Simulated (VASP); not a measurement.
Here is a VASP 6.6.1 calculation.

Contents of POSCAR:

```
Ag
1.0
    0.0000000000      2.0742799536      2.0742799536
    2.0742799536      0.0000000000      2.0742799536
    2.0742799536      2.0742799536      0.0000000000
Ag
1
Direct
    0.0000000000      0.0000000000      0.0000000000
```

File INCAR.step1:

```
SYSTEM = Ag
  PREC = Accurate
  ENCUT = 440
  EDIFF = 1E-5
  ISMEAR = -1
  SIGMA = 0.05
  LREAL = .FALSE.
  LASPH = .TRUE.
  NELM = 120
  ALGO = Normal
  ISIF = 2
  LWAVE = .TRUE.
  LCHARG = .FALSE.
  NBANDS = 12
  GGA = PE
  GGA_COMPAT = .FALSE.
```

The input INCAR.step2:

```
SYSTEM = Ag
  PREC = Accurate
  ENCUT = 440
  EDIFF = 1E-6
  ISMEAR = -1
  SIGMA = 0.05
  LREAL = .FALSE.
  LASPH = .TRUE.
  NELM = 120
  ALGO = Normal
  ISIF = 2
  LWAVE = .FALSE.
  LCHARG = .FALSE.
  METAGGA = R2SCAN
  LHFCALC = .TRUE.
  AEXX = 0.1
  LMIXTAU = .TRUE.
  PRECFOCK = Normal
  NBANDS = 12
  ISTART = 1
  GGA_COMPAT = .FALSE.
```

The input KPOINTS:

```
regular mesh
0
G
  9 9 9
  0 0 0
```

Potentials or basis: VASP PAW PBE potentials, release 64 (Ag).

The run is started by

```console
$ cat potpaw_PBE.64/Ag/POTCAR > POTCAR
$ cp INCAR.step1 INCAR
$ mpirun -np 1 vasp_std > vasp.out
$ cp INCAR.step2 INCAR
$ mpirun -np 1 vasp_std > vasp.out
```

**Question.** What does it give for the pressure?

**Answer.** -2.9 GPa.

**Question.** Predict the band gap on the k mesh.

**Answer.** Zero (an odd number of electrons rules out a gap without spin polarisation).

Caveat: the PAW data sets were made with another functional, which shifts forces and pressure a little.
